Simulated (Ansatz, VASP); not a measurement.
**Al3NiIr: VASP beside Ansatz**

```
Al Ni Ir
1.0
     4.32063    0.00000    0.00000
     0.00000    4.32063    0.00000
     0.00000    0.00000    4.32063
Al Ni Ir
3 1 1
Direct
  0.50000 0.50000 0.00000
  0.50000 0.00000 0.50000
  0.00000 0.50000 0.50000
  0.50000 0.50000 0.50000
  0.00000 0.00000 0.00000
```

Change from the starting cell: species swapped into the InCo3N type (Pm-3m, No. 221).

Alike in both runs: task relaxation of cell and atoms; functional PBE; k mesh 10 × 10 × 10; occupations gaussian, width 0.1 eV; no spin polarisation.

```csv
,VASP,Ansatz
version,VASP 6.6.1,Ansatz 0.2.0
potentials or method,"VASP PAW PBE potentials, release 64 (Al, Ni, Ir), cutoff 600 eV","scalar-relativistic, plane waves, PAW"
valence electrons in the cell,28,44
```

VASP gave:

```
gap on the k mesh at the Fermi level, each at its own relaxed structure (eV) : none
relaxed volume (Å³/atom)                                                     : 16.18
relaxed length of the cell vector where the two differ most in proportion (Å)              : 4.325
```

Q: Which values does Ansatz return?

A: gap on the k mesh at the Fermi level, each at its own relaxed structure (eV): none; relaxed volume (Å³/atom): 16.21; relaxed length of the cell vector where the two differ most in proportion (Å): 4.328.

A gap of «none» marks a metal or a gap that the smearing closes. VASP's potentials hold 28 valence electrons a cell and Ansatz's 44, so a difference there can come from the potentials and not from the codes.

Spin-orbit coupling is off throughout.
